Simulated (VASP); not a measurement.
# Sc2AlF3 (P-6m2) in VASP: notebook

Runs on Sc2AlF3. Level: PBE. Tasks: single point, relaxation of cell and atoms.

Program: VASP 6.6.1. These are calculated values, not measurements. Logs are shortened: lines on timing, memory, paths and dates and some standing lists are left out, and cuts for length are marked.

## 1. The cell of the first run

Symmetry: P-6m2, No. 187, hexagonal system. The conventional cell has a = 3.724 Å, b = 3.724 Å, c = 7.483 Å, α = 90.00°, β = 90.00°, γ = 120.00°. Within 3.3 Å of Sc (site symmetry 3m) lie 9 F at 2.52 to 3.24 Å and 1 Sc at 2.64 Å and 3 Al at 3.24 Å. Within 2.8 Å of Al (site symmetry -6m2) lie 3 F at 2.15 Å. F (site symmetry -6m2) has 3 F at 2.15 Å and 6 Sc at 2.52 Å within 2.8 Å. F (site symmetry -6m2) has 3 Al at 2.15 Å within 2.8 Å. F (site symmetry -6m2) has 3 F at 2.15 Å and 6 Sc at 2.52 Å within 2.8 Å.

The cell was generated, and may not be a known phase.

## 2. Single point, PBE

INCAR reads:

```
SYSTEM = Sc2AlF3
ALGO = Normal
EDIFF = 1E-6
ENCUT = 520
GGA = PE
ISIF = 2
ISMEAR = 0
LASPH = .TRUE.
LCHARG = .FALSE.
LREAL = .FALSE.
LWAVE = .FALSE.
NBANDS = 32
NELM = 100
PREC = Accurate
SIGMA = 0.1
```

KPOINTS reads:

```
k-points
0
G
  6 6 2
  0 0 0
```

POSCAR reads:

```
Sc2AlF3
1.0
    3.7236816696      0.0000000028      0.0000000000
   -1.8618408372      3.2248029201      0.0000000000
    0.0000000000      0.0000000000      7.4832873949
Sc Al F
2 1 3
Direct
    0.6666666667      0.3333333333      0.3234124264
    0.6666666667      0.3333333333      0.6765875736
    0.0000000000      0.0000000000      0.0000000000
    0.0000000000      0.0000000000      0.5000000000
    0.3333333333      0.6666666667      0.0000000000
    0.3333333333      0.6666666667      0.5000000000
```

Potentials or basis: VASP PAW PBE potentials, release 64 (Sc_sv, Al, F).

The run is started by

```
$ cat potpaw_PBE.64/Sc_sv/POTCAR potpaw_PBE.64/Al/POTCAR potpaw_PBE.64/F/POTCAR > POTCAR
$ mpirun -np 1 vasp_std > vasp.out
```

OUTCAR:

```text
SYSTEM = Sc2AlF3
   EDIFF = 1E-6
   ENCUT = 520
   GGA = PE
   ISIF = 2
   ISMEAR = 0
   LASPH = .TRUE.
   LREAL = .FALSE.
   NELM = 100
   PREC = Accurate

 ion  position               nearest neighbor table
   1  0.667  0.333  0.323-   4 2.52   6 2.52   6 2.52   4 2.52   4 2.52   6 2.52   2 2.64   3 3.24
                             3 3.24   3 3.24
   2  0.667  0.333  0.677-   4 2.52   6 2.52   6 2.52   4 2.52   4 2.52   6 2.52   1 2.64   3 3.24
                             3 3.24   3 3.24
   3  0.000  0.000  0.000-   5 2.15   5 2.15   5 2.15   1 3.24   2 3.24   2 3.24   1 3.24   2 3.24
                             1 3.24
   4  0.000  0.000  0.500-   1 2.52   2 2.52   1 2.52   2 2.52   1 2.52   2 2.52
   5  0.333  0.667  0.000-   3 2.15   3 2.15   3 2.15
   6  0.333  0.667  0.500-   1 2.52   2 2.52   1 2.52   2 2.52   1 2.52   2 2.52

  LATTYP: Found a hexagonal cell.
 ALAT       =     3.7236816696
 C/A-ratio  =     2.0096474562

  Lattice vectors:

 A1 = (   3.7236816696,   0.0000000028,   0.0000000000)
 A2 = (  -1.8618408372,   3.2248029201,   0.0000000000)
 A3 = (   0.0000000000,   0.0000000000,   7.4832873949)

Analysis of symmetry for initial positions (statically):
=====================================================================
 Subroutine PRICEL returns:
 Original cell was already a primitive cell.

 Routine SETGRP: Setting up the symmetry group for a
 hexagonal supercell.

 Subroutine GETGRP returns: Found 12 space group operations
 (whereof 12 operations were pure point group operations)
 out of a pool of 24 trial point group operations.

The static configuration has the point symmetry D_3h.

Analysis of symmetry for dynamics (positions and initial velocities):
=====================================================================
 Subroutine PRICEL returns:
 Original cell was already a primitive cell.

 Routine SETGRP: Setting up the symmetry group for a
 hexagonal supercell.

 Subroutine GETGRP returns: Found 12 space group operations
 (whereof 12 operations were pure point group operations)
 out of a pool of 24 trial point group operations.

The dynamic configuration has the point symmetry D_3h.

 Subroutine INISYM returns: Found 12 space group operations
 (whereof 12 operations are pure point group operations),
 and found     1 'primitive' translations

----------------------------------------------------------------------------------------

                                     Primitive cell

  volume of cell :      89.8604

  direct lattice vectors                    reciprocal lattice vectors
     3.723681670  0.000000003  0.000000000     0.268551420  0.155048235  0.000000000
    -1.861840837  3.224802920  0.000000000    -0.000000000  0.310096469  0.000000000
     0.000000000  0.000000000  7.483287395     0.000000000  0.000000000  0.133631110

  length of vectors
     3.723681670  3.723681670  7.483287395     0.310096469  0.310096469  0.133631110

  position of ions in fractional coordinates (direct lattice)
     0.666666667  0.333333333  0.323412426
     0.666666667  0.333333333  0.676587574
     0.000000000  0.000000000  0.000000000
     0.000000000  0.000000000  0.500000000
     0.333333333  0.666666667  0.000000000
     0.333333333  0.666666667  0.500000000

  ion indices of the primitive-cell ions
   primitive index   ion index
                 1           1
                 2           2
                 3           3
                 4           4
                 5           5
                 6           6

----------------------------------------------------------------------------------------

 KPOINTS: k-points

Automatic generation of k-mesh.
 Grid dimensions read from file:
 generate k-points for:    6    6    2

 Generating k-lattice:

  Cartesian coordinates                     Fractional coordinates (reciprocal lattice)
     0.044758570  0.025841372  0.000000000     0.166666667  0.000000000  0.000000000
    -0.000000000  0.051682745  0.000000000     0.000000000  0.166666667  0.000000000
[... 48 lines left out ...]
  Thomas-Fermi vector in A             =   2.440186
   LORBIT       =      0    0 simple, 1 ext, 2 COOP (PROOUT), +10 PAW based schemes
   GGA     = PE    functional components
   LHFCALC =     F    Hartree Fock is set to
   AEXX    =    0.0000 exact exchange contribution
   IVDW    =     0    specifies the selected vdW correction
   LEPSILON=     F    determine dielectric tensor
   LRPA    =     F    only Hartree local field effects (RPA)
 non-spin polarized calculation
 Gauss-broadening in eV      SIGMA  =   0.10
  energy-cutoff  :      520.00
  volume of cell :       89.86
 maximum number of plane-waves:      2436
 NGX is ok and might be reduce to    28
   NGX = 13   NGY = 13   NGZ = 27

 number of electron      45.9999984 magnetization

 Free energy of the ion-electron system (eV)
  ---------------------------------------------------
  ext. energy  EPLUGINS =         0.00000000
  ---------------------------------------------------
  free energy    TOTEN  =       -31.34447065 eV

  energy without entropy =      -31.31662709  energy(sigma->0) =      -31.33054887

 E-fermi :   5.1934     XC(G=0): -10.1027

 val. band max:        5.1879500531   @ k =   0.3333   0.1667   0.5000
 cond. band min:       5.2107182720   @ k =   0.3333   0.3333   0.5000
 fundamental gap:      0.0227682189
 Fermi energy:         5.1934164676

 k-point     1 :       0.0000    0.0000    0.0000
  band No.  band energies     occupation
      1     -45.3625      2.00000
      2     -45.2574      2.00000
      3     -24.1726      2.00000
      4     -24.0513      2.00000
      5     -24.0513      2.00000
      6     -23.9689      2.00000
[... 24 lines left out ...]
     31       7.3775      0.00000
     32       7.5062      0.00000

 k-point     2 :       0.1667   -0.0000    0.0000
  band No.  band energies     occupation
      1     -45.3604      2.00000
      2     -45.2557      2.00000
      3     -24.1764      2.00000
      4     -24.0697      2.00000
      5     -24.0572      2.00000
      6     -23.9889      2.00000
[... 24 lines left out ...]
     31       7.4222      0.00000
     32       7.4401      0.00000
[... 383 lines left out ...]
     31       7.9502      0.00000
     32       8.1241      0.00000

 k-point    14 :       0.3333    0.3333    0.5000
  band No.  band energies     occupation
      1     -45.3528      2.00000
      2     -45.2496      2.00000
      3     -24.1708      2.00000
      4     -24.1660      2.00000
      5     -24.0513      2.00000
      6     -24.0244      2.00000
[... 24 lines left out ...]
     31       8.0557      0.00000
     32       8.2165      0.00000

------------------------ aborting loop because EDIFF is reached ----------------------------------------

  FORCE on cell =-STRESS in cart. coord.  units (eV):
  Direction    XX          YY          ZZ          XY          YZ          ZX
  --------------------------------------------------------------------------------------
  -------------------------------------------------------------------------------------
  Total       -0.0587576     -0.0587576      0.0065682     -0.0000000      0.0000000      0.0000000
  in kB       -1.0476273     -1.0476273      0.1171086     -0.0000000      0.0000000      0.0000000
  external PRESSURE =      -0.6593820 kB  Pullay stress =       0.0000000 kB

 VOLUME and BASIS-vectors are now :
 -----------------------------------------------------------------------------
  energy-cutoff  :      520.00
  volume of cell :       89.86
      direct lattice vectors                 reciprocal lattice vectors
     3.723681670  0.000000003  0.000000000     0.268551420  0.155048235  0.000000000
    -1.861840837  3.224802920  0.000000000    -0.000000000  0.310096469  0.000000000
     0.000000000  0.000000000  7.483287395     0.000000000  0.000000000  0.133631110

 POSITION                                       TOTAL-FORCE (eV/Angst)
 -----------------------------------------------------------------------------------
      1.86184      1.07493      2.42019        -0.000000      0.000000     -0.058740
      1.86184      1.07493      5.06310        -0.000000      0.000000      0.058740
      0.00000      0.00000      0.00000         0.000000     -0.000000      0.000000
      0.00000      0.00000      3.74164        -0.000000      0.000000      0.000000
     -0.00000      2.14987      0.00000        -0.000000      0.000000      0.000000
     -0.00000      2.14987      3.74164         0.000000      0.000000      0.000000
 -----------------------------------------------------------------------------------
    total drift:                                0.000005     -0.000003      0.000000

  FREE ENERGIE OF THE ION-ELECTRON SYSTEM (eV)
  ---------------------------------------------------
  free  energy   TOTEN  =       -31.3444706499 eV

  energy  without entropy=      -31.3166270859  energy(sigma->0) =      -31.33054887
```

Run time: 58 s. Hardware: 1 thread of Intel Xeon Platinum 8375C at 2.90GHz (Ice Lake), shared host; peak memory 0.2 GiB.

What came out:

```yaml
Free_energy: -31.3445 eV
Pressure: -0.1 GPa
Largest_force: 0.059 eV/Å
Band_gap_on_the_k_mesh: zero (bands 23 and 24 overlap by 0.10 eV)
```

Forces on the atoms (eV/Å):
```
Sc   0.000  0.000 -0.059
Sc   0.000  0.000  0.059
Al   0.000  0.000  0.000
F    0.000  0.000  0.000
F    0.000  0.000  0.000
F    0.000  0.000  0.000
```

Caveat: the k points lie up to 0.42 Å⁻¹ apart.

## 3. Single point, PBE

This run uses another cell than the first one, of 16.88 Å³/atom.

INCAR, as its differences from that of step 2:

```diff
@@ -2,3 +2,3 @@
 ALGO = Normal
-EDIFF = 1E-6
+EDIFF = 1E-7
 ENCUT = 520
@@ -12,3 +12,3 @@
 NBANDS = 32
-NELM = 100
+NELM = 60
 PREC = Accurate
```

KPOINTS is that of step 2.

POSCAR reads:

```
Sc2AlF3
1.0
    3.8695150700      0.0000000000      0.0000000000
   -1.9347575400      3.3510983500      0.0000000000
    0.0000000000      0.0000000000      7.8102528600
Sc Al F
2 1 3
Direct
    0.6666666700      0.3333333300      0.2494100000
    0.6666666700      0.3333333300      0.7505900000
    0.0000000000      0.0000000000      0.0000000000
    0.0000000000      0.0000000000      0.5000000000
    0.3333333300      0.6666666700      0.0000000000
    0.3333333300      0.6666666700      0.5000000000
```

Potentials or basis: VASP PAW PBE potentials, release 64 (Sc_sv, Al, F).

The run is started by

```
$ cat potpaw_PBE.64/Sc_sv/POTCAR potpaw_PBE.64/Al/POTCAR potpaw_PBE.64/F/POTCAR > POTCAR
$ mpirun -np 1 vasp_std > vasp.out
```

Wall time 92 s (1 thread of Intel Xeon Platinum 8375C at 2.90GHz (Ice Lake), shared host); peak memory 0.23 GiB.

It converged, with:

```yaml
Free_energy: -29.3345 eV
Pressure: -4.9 GPa
Largest_force: 2.896 eV/Å
Band_gap_on_the_k_mesh: zero (bands 23 and 24 overlap by 0.02 eV)
```

Forces in eV/Å, atoms in the order of the input:
```
Sc   0.000  0.000  2.896
Sc   0.000  0.000 -2.896
Al   0.000  0.000  0.000
F    0.000  0.000  0.000
F    0.000  0.000  0.000
F    0.000  0.000  0.000
```

Stress tensor (GPa, compression positive):
```
  0.59   0.00   0.00
  0.00   0.59   0.00
  0.00   0.00 -15.95
```

Levels at points of the mesh, in eV from the Fermi level:
| k point | band 19 | band 20 | band 21 | band 22 | band 23 | band 24 | band 25 | band 26 | band 27 | band 28 |
| --- | --- | --- | --- | --- | --- | --- | --- | --- | --- | --- |
| (0.00, 0.00, 0.00) | -2.31 | -1.61 | -1.61 | -0.71 | -0.53 | 0.53 | 0.53 | 0.66 | 0.66 | 1.37 |
| (0.50, 0.00, 0.00) | -2.46 | -1.81 | -0.85 | -0.84 | -0.62 | 0.18 | 1.07 | 1.17 | 1.27 | 1.77 |
| (0.00, 0.00, 0.50) | -2.29 | -1.61 | -1.61 | -1.58 | -0.01 | 0.41 | 0.41 | 0.80 | 0.80 | 1.24 |
| (0.50, 0.00, 0.50) | -2.30 | -1.81 | -1.20 | -0.84 | -0.49 | 0.49 | 0.98 | 0.99 | 1.36 | 1.61 |

Caveat: the k points lie up to 0.40 Å⁻¹ apart; forces of over 1 eV/Å act on the atoms, so gaps and moduli don't describe the material at rest.

## 4. Relaxation of cell and atoms, PBE

This run uses another cell than the first one, of 16.88 Å³/atom.

INCAR reads:

```
SYSTEM = Sc2AlF3
PREC = Accurate
ENCUT = 600
EDIFF = 1E-7
ISMEAR = 0
SIGMA = 0.1
LREAL = .FALSE.
LASPH = .TRUE.
NELM = 60
ALGO = Normal
ISIF = 3
LWAVE = .FALSE.
LCHARG = .FALSE.
GGA = PE
IBRION = 2
NSW = 90
EDIFFG = -0.04
```

KPOINTS reads:

```
Automatic mesh
0
G
  6 6 2
  0 0 0
```

POSCAR is that of step 3.

The run is started by

```
$ cat potpaw_PBE.64/Sc_sv/POTCAR potpaw_PBE.64/Al/POTCAR potpaw_PBE.64/F/POTCAR > POTCAR
$ mpirun -np 1 vasp_std > vasp.out
```

Wall time 9.7 min (1 thread of Intel Xeon Platinum 8375C at 2.90GHz (Ice Lake), shared host); peak memory 0.27 GiB.

Results (log left out):

- Free energy: -31.3727 eV
- Relaxed volume: 14.93 Å³/atom
- Relaxed cell: a = 3.722 Å, b = 3.722 Å, c = 7.468 Å, α = 90.00°, β = 90.00°, γ = 120.00°
- Space group after relaxing (to 0.1 Å): P-6m2 (No. 187)
- Energy gained by relaxing: 338.9 meV/atom
- Ionic steps: 10
- Pressure after relaxing: -0.1 GPa
- Largest force after relaxing: 0.011 eV/Å
- Band gap on the k mesh: zero (bands 23 and 24 overlap by 0.12 eV)

Forces in eV/Å, atoms in the order of the input:
```
Sc   0.000  0.000  0.011
Sc   0.000  0.000 -0.011
Al   0.000  0.000  0.000
F    0.000  0.000  0.000
F    0.000  0.000  0.000
F    0.000  0.000  0.000
```

Step by step:
```
step  energy change (eV)  largest force (eV/Å)  pressure (GPa)  volume (Å³)
   1              0.0000                2.8968           -4.95       101.28
   2             -1.2504                1.8521           -3.36        93.59
   3             -1.5736                0.4938            0.30        86.91
   4             -1.5832                0.7274           -0.36        87.79
   5             -1.5823                0.6575           -0.17        87.52
   6             -1.6991                0.4662            0.60        86.63
   7             -1.9115                0.1979            4.61        83.77
   8             -2.0046                0.1404            2.00        86.72
   9             -2.0316                0.0304           -0.51        90.32
  10             -2.0334                0.0110           -0.06        89.60
```

Final structure:
```yaml
crystal:
  lattice:
    - [3.72218, 0.00000, 0.00000]
    - [-1.86109, 3.22350, 0.00000]
    - [0.00000, 0.00000, 7.46771]
  atoms:
    - { symbol: Sc, position: [0.66667, 0.33333, 0.32253] }
    - { symbol: Sc, position: [0.66667, 0.33333, 0.67748] }
    - { symbol: Al, position: [0.00000, 0.00000, 0.00000] }
    - { symbol: F, position: [0.00000, 0.00000, 0.50000] }
    - { symbol: F, position: [0.33333, 0.66667, 0.00000] }
    - { symbol: F, position: [0.33333, 0.66667, 0.50000] }
```

Levels at points of the mesh, in eV from the Fermi level:
```
           k point  band 21  band 22  band 23  band 24  band 25  band 26
(0.00, 0.00, 0.00)    -5.04    -0.74    -0.62     0.81     0.81     1.28
(0.50, 0.00, 0.00)    -2.10    -0.68    -0.68    -0.09     1.23     1.29
(0.00, 0.00, 0.50)    -4.66    -1.63    -0.30     0.80     0.80     1.26
(0.50, 0.00, 0.50)    -1.89    -1.13    -0.14    -0.05     0.55     1.21
```

Caveat: the k points lie up to 0.42 Å⁻¹ apart in the final cell.

## 5. Single point, PBE, collinear spin

INCAR reads:

```
PREC = Accurate
ENCUT = 520
EDIFF = 1E-6
ISMEAR = 0
SIGMA = 0.1
LREAL = F
LASPH = T
NELM = 150
ALGO = Normal
ISIF = 2
LWAVE = F
LCHARG = F
ISPIN = 2
MAGMOM = 0 0 0 1 1 1
LORBIT = 11
LMAXMIX = 4
GGA = PE
NBANDS = 36
```

KPOINTS reads:

```
Automatic mesh
0
Gamma
  6 6 2
```

POSCAR reads:

```
Sc2AlF3
1.0
    3.7236816696      0.0000000000      0.0000000000
   -1.8618408348      3.2248029215      0.0000000000
    0.0000000000      0.0000000000      7.4832873949
Sc Al F
2 1 3
Direct
    0.6666666667      0.3333333333      0.3234124264
    0.6666666667      0.3333333333      0.6765875736
    0.0000000000      0.0000000000      0.0000000000
    0.0000000000      0.0000000000      0.5000000000
    0.3333333333      0.6666666667      0.0000000000
    0.3333333333      0.6666666667      0.5000000000
```

The run is started by

```
$ cat potpaw_PBE.64/Sc_sv/POTCAR potpaw_PBE.64/Al/POTCAR potpaw_PBE.64/F/POTCAR > POTCAR
$ mpirun -np 1 vasp_std > vasp.out
```

Run time: 2 min. Hardware: 1 thread of Intel Xeon Platinum 8375C at 2.90GHz (Ice Lake), shared host; peak memory 0.26 GiB.

It converged, with:

| Quantity | Value |
| --- | --- |
| Free energy | -31.3802 eV |
| Pressure | 0.0 GPa |
| Largest force | 0.347 eV/Å |
| Net moment | 0.76 μB per cell |
| Site moments | Sc +0.33; Al -0.01; F -0.00 μB |
| Valence electrons inside the program's atomic spheres | Sc 9.28; Al 0.71; F 6.10, 6.07, 6.09 |

Forces on the atoms (eV/Å):
```
Sc   0.000  0.000 -0.347
Sc   0.000  0.000  0.347
Al   0.000  0.000  0.000
F    0.000  0.000  0.000
F    0.000  0.000  0.000
F    0.000  0.000  0.000
```

Stress tensor (GPa, compression positive):
```
-0.26  0.00  0.00
 0.00 -0.26  0.00
 0.00  0.00  0.42
```

Levels at points of the mesh, in eV from the Fermi level:
Spin up:
```csv
k point,band 20,band 21,band 22,band 23,band 24,band 25,band 26,band 27
"(0.00, 0.00, 0.00)",-5.50,-5.08,-1.14,-0.69,0.63,0.63,1.10,1.10
"(0.50, 0.00, 0.00)",-4.53,-2.15,-0.96,-0.75,-0.35,1.04,1.08,1.75
"(0.00, 0.00, 0.50)",-5.50,-4.69,-1.72,-0.83,0.63,0.63,1.03,1.23
"(0.50, 0.00, 0.50)",-4.53,-1.92,-1.21,-0.55,-0.22,0.32,1.00,1.07
```
Spin down:
```
           k point  band 21  band 22  band 23  band 24  band 25  band 26
(0.00, 0.00, 0.00)    -5.03    -0.61    -0.57     0.84     0.84     1.25
(0.50, 0.00, 0.00)    -2.11    -0.69    -0.58     0.01     1.25     1.26
(0.00, 0.00, 0.50)    -4.67    -1.61    -0.05     0.83     0.83     1.35
(0.50, 0.00, 0.50)    -1.89    -1.13    -0.11     0.16     0.60     1.25
```

Caveat: the k points lie up to 0.42 Å⁻¹ apart; a moment this small can come from the mesh or the smearing.

## 6. Overview

| task | spin | cell | cutoff (eV) | gap on the mesh (eV) | pressure (GPa) | largest force (eV/Å) |
| --- | --- | --- | --- | --- | --- | --- |
| single point | off | a = 3.724, b = 3.724, c = 7.483 Å, angles 90.0, 90.0, 120.0°, 6 atoms, atomic positions A | 520 | none | -0.1 | 0.06 |
| single point | off | a = 3.870, b = 3.870, c = 7.810 Å, angles 90.0, 90.0, 120.0°, 6 atoms, atomic positions B | 520 | none | -4.9 | 2.90 |
| relaxation of cell and atoms | off | relaxed from a = 3.870, b = 3.870, c = 7.810 Å, angles 90.0, 90.0, 120.0°, 6 atoms, atomic positions B | 600 | none | -0.1 | 0.01 |
| single point | collinear | a = 3.724, b = 3.724, c = 7.483 Å, angles 90.0, 90.0, 120.0°, 6 atoms, atomic positions A | 520 | none | 0.0 | 0.35 |

Alike in all rows: level PBE; potentials or basis VASP PAW PBE potentials, release 64 (Sc_sv, Al, F); k mesh 6 × 6 × 2; smearing gaussian 0.1 eV.

Caveats: all runs use coarse meshes; forces of over 1 eV/Å act on the atoms, so gaps and moduli don't describe the material at rest (at least some runs); a moment this small can come from the mesh or the smearing (at least some runs).

Absolute energies hang on the potentials; compare differences alone.

The gap in the log of VASP goes by the Fermi energy; the results here count the filled bands.